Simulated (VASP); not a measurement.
# Zn in VASP: single point with PBE

Aim: the single point of Zn with PBE.

Everything below comes from runs of VASP 6.6.1. Logs are shortened: lines on timing, memory, paths and dates and some standing lists are left out, and cuts for length are marked.

**1. The cell of the first run**

The cell holds a slab with vacuum, 6 atoms: a = 2.636 Å, b = 2.636 Å, c = 28.731 Å, α = 90.00°, β = 90.00°, γ = 120.00°.

**2. Single point, PBE**

The input, INCAR:

```
SYSTEM = Zn
PREC = Accurate
ENCUT = 520
EDIFF = 1E-7
ISMEAR = -1
SIGMA = 0.08
LREAL = .False.
LASPH = .True.
NELM = 60
ALGO = Normal
ISIF = 2
LWAVE = .False.
LCHARG = .True.
GGA = PE
LELF = .True.
LVHAR = .True.
NBANDS = 45
```

The input, KPOINTS:

```
regular mesh
0
Gamma
  16 16 1
  0 0 0
```

The input, POSCAR:

```
Zn
1.0
    2.6356265446      0.0000000000      0.0000000000
   -1.3178132723      2.2825195426      0.0000000000
    0.0000000000      0.0000000000     28.7313000000
Zn
6
Direct
    0.8333333333      0.1666666667      0.2835601836
    0.1666666667      0.8333333333      0.3713961366
    0.8333333333      0.1666666667      0.4565703417
    0.1666666667      0.8333333333      0.5434296584
    0.8333333333      0.1666666667      0.6286038638
    0.1666666667      0.8333333333      0.7164398159
```

Potentials or basis: VASP PAW PBE potentials, release 64 (Zn).

Command:

```console
cat potpaw_PBE.64/Zn/POTCAR > POTCAR
mpirun -np 1 vasp_std > vasp.out
```

OUTCAR:

```text
SYSTEM = Zn
   PREC = Accurate
   ENCUT = 520
   EDIFF = 1E-7
   ISMEAR = -1
   LREAL = .False.
   LASPH = .True.
   NELM = 60
   ISIF = 2
   GGA = PE

 ion  position               nearest neighbor table
   1  0.833  0.167  0.284-   2 2.95   2 2.95   2 2.95
   2  0.167  0.833  0.371-   3 2.88   3 2.88   3 2.88   1 2.95   1 2.95   1 2.95
   3  0.833  0.167  0.457-   2 2.88   2 2.88   2 2.88   4 2.92   4 2.92   4 2.92
   4  0.167  0.833  0.543-   5 2.88   5 2.88   5 2.88   3 2.92   3 2.92   3 2.92
   5  0.833  0.167  0.629-   4 2.88   4 2.88   4 2.88   6 2.95   6 2.95   6 2.95
   6  0.167  0.833  0.716-   5 2.95   5 2.95   5 2.95

  LATTYP: Found a hexagonal cell.
 ALAT       =     2.6356265446
 C/A-ratio  =    10.9011271187

  Lattice vectors:

 A1 = (   2.6356265446,   0.0000000000,   0.0000000000)
 A2 = (  -1.3178132723,   2.2825195426,   0.0000000000)
 A3 = (   0.0000000000,   0.0000000000,  28.7313000000)

Analysis of symmetry for initial positions (statically):
=====================================================================
 Subroutine PRICEL returns:
 Original cell was already a primitive cell.

 Routine SETGRP: Setting up the symmetry group for a
 hexagonal supercell.

 Subroutine GETGRP returns: Found 12 space group operations
 (whereof  4 operations were pure point group operations)
 out of a pool of 24 trial point group operations.

The static configuration has the point symmetry C_2h.
 The point group associated with its full space group is D_3d.

Analysis of symmetry for dynamics (positions and initial velocities):
=====================================================================
 Subroutine PRICEL returns:
 Original cell was already a primitive cell.

 Routine SETGRP: Setting up the symmetry group for a
 hexagonal supercell.

 Subroutine GETGRP returns: Found 12 space group operations
 (whereof  4 operations were pure point group operations)
 out of a pool of 24 trial point group operations.

The dynamic configuration has the point symmetry C_2h.
 The point group associated with its full space group is D_3d.

 Subroutine INISYM returns: Found 12 space group operations
 (whereof  4 operations are pure point group operations),
 and found     1 'primitive' translations

----------------------------------------------------------------------------------------

                                     Primitive cell

  volume of cell :     172.8437

  direct lattice vectors                    reciprocal lattice vectors
     2.635626545  0.000000000  0.000000000     0.379416425  0.219056175  0.000000000
    -1.317813272  2.282519543  0.000000000     0.000000000  0.438112350  0.000000000
     0.000000000  0.000000000 28.731300000     0.000000000  0.000000000  0.034805247

  length of vectors
     2.635626545  2.635626545 28.731300000     0.438112350  0.438112350  0.034805247

  position of ions in fractional coordinates (direct lattice)
     0.833333333  0.166666667  0.283560184
     0.166666667  0.833333333  0.371396137
     0.833333333  0.166666667  0.456570342
     0.166666667  0.833333333  0.543429658
     0.833333333  0.166666667  0.628603864
     0.166666667  0.833333333  0.716439816

  ion indices of the primitive-cell ions
   primitive index   ion index
                 1           1
                 2           2
                 3           3
                 4           4
                 5           5
                 6           6

----------------------------------------------------------------------------------------

 KPOINTS: regular mesh

Automatic generation of k-mesh.
 Grid dimensions read from file:
 generate k-points for:   16   16    1

 Generating k-lattice:

  Cartesian coordinates                     Fractional coordinates (reciprocal lattice)
     0.023713527  0.013691011  0.000000000     0.062500000  0.000000000  0.000000000
     0.000000000  0.027382022  0.000000000     0.000000000  0.062500000  0.000000000
     0.000000000  0.000000000  0.034805247     0.000000000  0.000000000  1.000000000

  Length of vectors
     0.027382022  0.027382022  0.034805247

  Shift w.r.t. Gamma in fractional coordinates (k-lattice)
     0.000000000  0.000000000  0.000000000

 Subroutine IBZKPT returns following result:
 ===========================================

 Found     30 irreducible k-points:

 Following reciprocal coordinates:
            Coordinates               Weight
  0.000000  0.000000  0.000000      1.000000
  0.062500  0.000000  0.000000      6.000000
  0.125000  0.000000  0.000000      6.000000
  0.187500  0.000000  0.000000      6.000000
  0.250000  0.000000  0.000000      6.000000
  0.312500  0.000000  0.000000      6.000000
[... 16 lines left out ...]
  0.187500  0.187500  0.000000      6.000000
  0.250000  0.187500  0.000000     12.000000
 [... further k-points ...]
   k-points           NKPTS =     30   k-points in BZ     NKDIM =     30   number of bands    NBANDS=     45
   number of dos      NEDOS =    301   number of ions     NIONS =      6
   total plane-waves  NPLWV =  86400
   dimension x,y,z NGX =    20 NGY =   20 NGZ =  216
   dimension x,y,z NGXF=    40 NGYF=   40 NGZF=  432
   ions per type =               6
   NGX,Y,Z   is equivalent  to a cutoff of  12.62, 12.62, 12.50 a.u.
   NGXF,Y,Z  is equivalent  to a cutoff of  25.23, 25.23, 25.00 a.u.
 SYSTEM =  Zn
   PREC   = accura    normal or accurate (medium, high low for compatibility)
   ISTART =      0    job   : 0-new  1-cont  2-samecut
   ICHARG =      2    charge: 1-file 2-atom 10-const
   ISPIN  =      1    spin polarized calculation?
   LNONCOLLINEAR =      F non collinear calculations
   LSORBIT =      F    spin-orbit coupling
   LASPH  =      T    aspherical Exc in radial PAW
   ENCUT  =  520.0 eV  38.22 Ry    6.18 a.u.   4.90  4.90 53.42*2*pi/ulx,y,z
   NELM   =     60;   NELMIN=  2; NELMDL= -5     # of ELM steps
   EDIFF  = 0.1E-06   stopping-criterion for ELM
   LREAL  =      F    real-space projection
   EDIFFG = 0.1E-05   stopping-criterion for IOM
   NSW    =      0    number of steps for IOM
   IBRION =     -1    ionic relax: 0-MD 1-quasi-New 2-CG
   NFREE  =      0    steps in history (QN), initial steepest desc. (CG)
   ISIF   =      2    stress and relaxation
   ISYM   =      2    0-nonsym 1-usesym 2-fastsym
   POTIM  = 0.5000    time-step for ionic-motion
   TEBEG  =    0.0;   TEEND  =   0.0 temperature during run
   PSTRESS=    0.0 pullay stress
   NELECT =      72.0000    total number of electrons
   NUPDOWN=      -1.0000    fix difference up-down
   EMIN   =  10.00;   EMAX   =-10.00  energy-range for DOS
   EFERMI =   0.00;   METHOD = LEGACY
   ISMEAR =    -1;   SIGMA  =   0.08  broadening in eV -4-tet -1-fermi 0-gaus
   EFERMI_NEDOS =   21; number of points for ismear=-14 and -15
   IALGO  =     38    algorithm
   IMIX   =      4    mixing-type and parameters
     AMIX     =   0.40;   BMIX     =  1.00
     AMIX_MAG =   1.60;   BMIX_MAG =  1.00
  volume/ion in A,a.u.               =      28.81       194.40
  Fermi-wavevector in a.u.,A,eV,Ry     =   1.222647  2.310468 20.338885  1.494866
  Thomas-Fermi vector in A             =   2.357786
   LORBIT       =      0    0 simple, 1 ext, 2 COOP (PROOUT), +10 PAW based schemes
   GGA     = PE    functional components
   LHFCALC =     F    Hartree Fock is set to
   AEXX    =    0.0000 exact exchange contribution
   IVDW    =     0    specifies the selected vdW correction
   LEPSILON=     F    determine dielectric tensor
   LRPA    =     F    only Hartree local field effects (RPA)
 non-spin polarized calculation
  energy-cutoff  :      520.00
  volume of cell :      172.84
 maximum number of plane-waves:      4723
 NGX is ok and might be reduce to    20
   NGX =  9   NGY =  9   NGZ =107

 number of electron      71.9999996 magnetization

 Free energy of the ion-electron system (eV)
  ---------------------------------------------------
  ext. energy  EPLUGINS =         0.00000000
  ---------------------------------------------------
  free energy    TOTEN  =        -6.42875687 eV

  energy without entropy =       -6.40108831  energy(sigma->0) =       -6.41492259

 E-fermi :  -0.3852     XC(G=0):  -6.6083

 val. band max:       -0.4181309686   @ k =   0.3750   0.1250   0.0000
 cond. band min:      -0.2270366421   @ k =   0.2500   0.0625   0.0000
 fundamental gap:      0.1910943265
 Fermi energy:        -0.3851889490

 k-point     1 :       0.0000    0.0000    0.0000
  band No.  band energies     occupation
      1     -10.6528      2.00000
      2     -10.1861      2.00000
      3      -9.5571      2.00000
      4      -9.1293      2.00000
      5      -8.9113      2.00000
      6      -8.9087      2.00000
[... 37 lines left out ...]
     44       6.2001      0.00000
     45       6.4423      0.00000

 k-point     2 :       0.0625    0.0000    0.0000
  band No.  band energies     occupation
      1     -10.5347      2.00000
      2     -10.0705      2.00000
      3      -9.4505      2.00000
      4      -9.0473      2.00000
      5      -8.8474      2.00000
      6      -8.8448      2.00000
[... 37 lines left out ...]
     44       6.3143      0.00000
     45       6.5517      0.00000

 k-point     3 :       0.1250    0.0000    0.0000
  band No.  band energies     occupation
      1     -10.1871      2.00000
      2      -9.7340      2.00000
      3      -9.1506      2.00000
      4      -8.8352      2.00000
      5      -8.6761      2.00000
      6      -8.6678      2.00000
[... 37 lines left out ...]
     44       6.6554      0.00000
     45       6.8780      0.00000

 k-point     4 :       0.1875    0.0000    0.0000
  band No.  band energies     occupation
      1      -9.6422      2.00000
      2      -9.2286      2.00000
      3      -8.7582      2.00000
      4      -8.6134      2.00000
      5      -8.4609      2.00000
      6      -8.4526      2.00000
[... 901 lines left out ...]
     44       6.0492      0.00000
     45       6.5691      0.00000

 k-point    23 :       0.1875    0.1875    0.0000
  band No.  band energies     occupation
      1      -8.3760      2.00000
      2      -8.3690      2.00000
      3      -8.3311      2.00000
      4      -8.2870      2.00000
      5      -8.2768      2.00000
      6      -8.2158      2.00000
[... 37 lines left out ...]
     44       6.6674      0.00000
     45       6.8374      0.00000

 k-point    24 :       0.2500    0.1875    0.0000
  band No.  band energies     occupation
      1      -8.4016      2.00000
      2      -8.3937      2.00000
      3      -8.3577      2.00000
      4      -8.3071      2.00000
      5      -8.2776      2.00000
      6      -8.2667      2.00000
[... 37 lines left out ...]
     44       5.8679      0.00000
     45       6.0699      0.00000

 [... further k-points ...]
[... 5 lines left out ...]
  --------------------------------------------------------------------------------------
  -------------------------------------------------------------------------------------
  Total        0.2045186      0.2045186      0.0909267     -0.0000000      0.0000000      0.0000000
  in kB        1.8957882      1.8957882      0.8428460     -0.0000000      0.0000000      0.0000000
  external PRESSURE =       1.5448075 kB  Pullay stress =       0.0000000 kB

 VOLUME and BASIS-vectors are now :
 -----------------------------------------------------------------------------
  energy-cutoff  :      520.00
  volume of cell :      172.84
      direct lattice vectors                 reciprocal lattice vectors
     2.635626545  0.000000000  0.000000000     0.379416425  0.219056175  0.000000000
    -1.317813272  2.282519543  0.000000000     0.000000000  0.438112350  0.000000000
     0.000000000  0.000000000 28.731300000     0.000000000  0.000000000  0.034805247

 POSITION                                       TOTAL-FORCE (eV/Angst)
 -----------------------------------------------------------------------------------
      1.97672      0.38042      8.14705        -0.000000      0.000000     -0.005597
     -0.65891      1.90210     10.67069        -0.000000     -0.000000     -0.006202
      1.97672      0.38042     13.11786        -0.000000      0.000000      0.000388
     -0.65891      1.90210     15.61344         0.000000      0.000000     -0.000388
      1.97672      0.38042     18.06061         0.000000     -0.000000      0.006202
     -0.65891      1.90210     20.58425         0.000000      0.000000      0.005597
 -----------------------------------------------------------------------------------
    total drift:                               -0.000000      0.000000     -0.000000

  FREE ENERGIE OF THE ION-ELECTRON SYSTEM (eV)
  ---------------------------------------------------
  free  energy   TOTEN  =        -6.4287568748 eV

  energy  without entropy=       -6.4010883120  energy(sigma->0) =       -6.41492259
```

Run time: 3.1 min. Hardware: 1 thread of Intel Xeon 6975P-C (Granite Rapids), shared host; peak memory 0.37 GiB.

Results:

```yaml
Free_energy: -6.4288 eV
Largest_force: 0.006 eV/Å
Band_gap_on_the_k_mesh: zero (bands 36 and 37 overlap by 4.02 eV)
```

Forces on the atoms (eV/Å):
```
Zn   0.000  0.000 -0.006
Zn   0.000  0.000 -0.006
Zn   0.000  0.000  0.000
Zn   0.000  0.000  0.000
Zn   0.000  0.000  0.006
Zn   0.000  0.000  0.006
```

Caveat: there is no dipole correction, which matters where the two faces differ.

The gap in the log of VASP goes by the Fermi energy; the results here count the filled bands.